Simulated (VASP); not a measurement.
Wanted: the native input for a VASP 6.6.1 run.

```
Task                   : relaxation of cell and atoms
Functional             : LDA
Potentials or basis    : VASP PAW LDA potentials, release 64 (Sr_sv, Cl)
Cutoff                 : 500 eV
k mesh                 : 3 × 3 × 3
Occupations            : gaussian, width 0.01 eV
Spin                   : no spin polarisation
Dipole correction      : no
Further INCAR settings : ALGO = Normal; EDIFF = 1e-07; IBRION = 2; EDIFFG = -0.02; NSW = 80; ISIF = 3
```

The structure of SrCl2 lies in POSCAR:

```
SrCl2
1.0
    0.0000000000      3.4883500000      3.4883500000
    3.4883500000      0.0000000000      3.4883500000
    3.4883500000      3.4883500000      0.0000000000
Sr Cl
1 2
Direct
    0.0000000000      0.0000000000      0.0000000000
    0.2500000000      0.2500000000      0.2500000000
    0.7500000000      0.7500000000      0.7500000000
```

These files were run (other wordings do the same):

INCAR

```
SYSTEM = SrCl2
PREC = Accurate ; ENCUT = 500
EDIFF = 1E-7 ; ISMEAR = 0
SIGMA = 0.01 ; LREAL = .FALSE.
LASPH = .TRUE. ; NELM = 120
ALGO = Normal ; ISIF = 3
LWAVE = .FALSE. ; LCHARG = .FALSE.
GGA = CA ; IBRION = 2
NSW = 80 ; EDIFFG = -0.02
GGA_COMPAT = .FALSE. ; NELMIN = 4
```

KPOINTS

```
regular mesh
0
G
  3 3 3
  0 0 0
```

Potentials or basis: VASP PAW LDA potentials, release 64 (Sr_sv, Cl).

Command:

```bash
$ cat potpaw_LDA.64/Sr_sv/POTCAR potpaw_LDA.64/Cl/POTCAR > POTCAR
$ mpirun -np 1 vasp_std > vasp.out
```

It gave:

```yaml
Relaxed_volume: 26.36 Å³/atom
Relaxed_cell: a = 4.818 Å, b = 4.818 Å, c = 4.818 Å, α = 60.00°, β = 60.00°, γ = 60.00°
Space_group_after_relaxing_to_0.05_Å: Fm-3m (No. 225)
Energy_gained_by_relaxing: 18.1 meV/atom
Ionic_steps: 2
Pressure_after_relaxing: -0.1 GPa
Band_gap_on_the_k_mesh: 5.37 eV, indirect (least direct gap 5.53 eV)
```

Caveat: the k points lie up to 0.53 Å⁻¹ apart in the final cell.

Wall time 5.6 s on 1 thread of Intel(R) Xeon(R) 6975P-C (Granite Rapids) (shared host), peak memory 0.17 GiB.
